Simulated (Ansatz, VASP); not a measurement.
In3Se: VASP beside Ansatz

```
CELL_PARAMETERS angstrom
4.80376 0.00000 0.00000
0.00000 4.80376 0.00000
0.00000 0.00000 4.80376
ATOMIC_POSITIONS crystal
In 0.00000 0.50000 0.50000
In 0.50000 0.00000 0.50000
In 0.50000 0.50000 0.00000
Se 0.00000 0.00000 0.00000
```

Alike in both runs: task single point; functional PBE; k mesh 5 × 5 × 5; occupations gaussian, width 0.01 eV; no spin polarisation.

|  | VASP | Ansatz |
| --- | --- | --- |
| version | VASP 6.6.1 | Ansatz 0.2.0 |
| potentials or method | VASP PAW PBE potentials, release 64 (In_d, Se), cutoff 520 eV | scalar-relativistic, plane waves, PAW |
| valence electrons in the cell | 45 | 55 |

```tsv
	VASP	Ansatz	Ansatz less VASP
gap on the k mesh at the Fermi level (eV)	none	none	-
pressure (GPa)	0.2	0.2	+0.02
```

A gap of «none» marks a metal or a gap that the smearing closes. VASP's potentials hold 45 valence electrons a cell and Ansatz's 55, so a difference there can come from the potentials and not from the codes.
